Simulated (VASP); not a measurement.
Wanted: the native input for a VASP 6.6.1 run.

- Task: single point
- Functional: LDA
- Potentials or basis: VASP PAW LDA potentials, release 64 (Ta_pv)
- Cutoff: 520 eV
- k mesh: 13 × 13 × 13
- Occupations: fermi-dirac, width 0.1 eV
- Spin: no spin polarisation
- Dipole correction: no
- Further INCAR settings: ALGO = Normal; EDIFF = 1e-07; NBANDS = 12

The structure of Ta lies in POSCAR:

```
Ta
1.0
    2.7870775894      0.0000000000      0.0000000000
    0.0000000000      2.7870775894      0.0000000000
    0.0000000000      0.0000000000      2.7870775894
Ta
1
Direct
    0.0000000000      0.0000000000      0.0000000000
```

This cell differs from its parent crystal: volume scaled by 1.12.

The input as run:

INCAR

```
SYSTEM = Ta
PREC = Accurate ; ENCUT = 520
EDIFF = 1E-7 ; ISMEAR = -1
SIGMA = 0.1 ; LREAL = .False.
LASPH = .True. ; NELM = 60
ALGO = Normal ; ISIF = 2
LWAVE = .False. ; LCHARG = .False.
GGA = CA ; NBANDS = 12
```

KPOINTS

```
regular mesh
0
Gamma
  13 13 13
  0 0 0
```

Potentials or basis: VASP PAW LDA potentials, release 64 (Ta_pv).

The run is started by

```sh
$ cat potpaw_LDA.64/Ta_pv/POTCAR > POTCAR
$ mpirun -np 1 vasp_std > vasp.out
```

Results of the run:

- Pressure: -14.6 GPa

It took 18 s on 1 thread of Intel Xeon 8259CL, on a shared host, peak memory 0.14 GiB.
